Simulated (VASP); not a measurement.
Rb3ClO, 5 atoms in the cell. The structure is cubic, space group Pm-3m (No. 221). The conventional cell has a = 5.534 Å, b = 5.534 Å, c = 5.534 Å, α = 90.00°, β = 90.00°, γ = 90.00°. Within 3.6 Å of Rb (site symmetry 4/mmm) lie 2 O at 2.77 Å. Cl (site symmetry m-3m) has 12 Rb at 3.91 Å and 8 O at 4.79 Å within 5.1 Å. O (site symmetry m-3m) has 6 Rb at 2.77 Å within 3.6 Å. 

| Quantity | Value |
| --- | --- |
| Program | VASP 6.6.1 |
| Task | single point |
| Functional | PBEsol |
| Potentials or basis | VASP PAW PBE potentials, release 64 (Rb_sv, Cl, O) |
| Cutoff | 520 eV |
| k mesh | 4 × 4 × 4 |
| Occupations | gaussian, width 0.01 eV |
| Spin | no spin polarisation |
| Dipole correction | no |
| Further INCAR settings | ALGO = Normal; EDIFF = 1e-07; NBANDS = 28 |

Potentials or basis: VASP PAW PBE potentials, release 64 (Rb_sv, Cl, O).

The run is started by

```sh
$ cat potpaw_PBE.64/Rb_sv/POTCAR potpaw_PBE.64/Cl/POTCAR potpaw_PBE.64/O/POTCAR > POTCAR
$ mpirun -np 1 vasp_std > vasp.out
```

Hardware: 1 thread of Intel(R) Xeon(R) 6975P-C (Granite Rapids) (shared host).

Estimate the wall time of this run.

Run time: 26 s on 1 thread of Intel(R) Xeon(R) 6975P-C (Granite Rapids), with other jobs on the host, peak memory 0.25 GiB. Counts: scf iterations 17, k points 10.
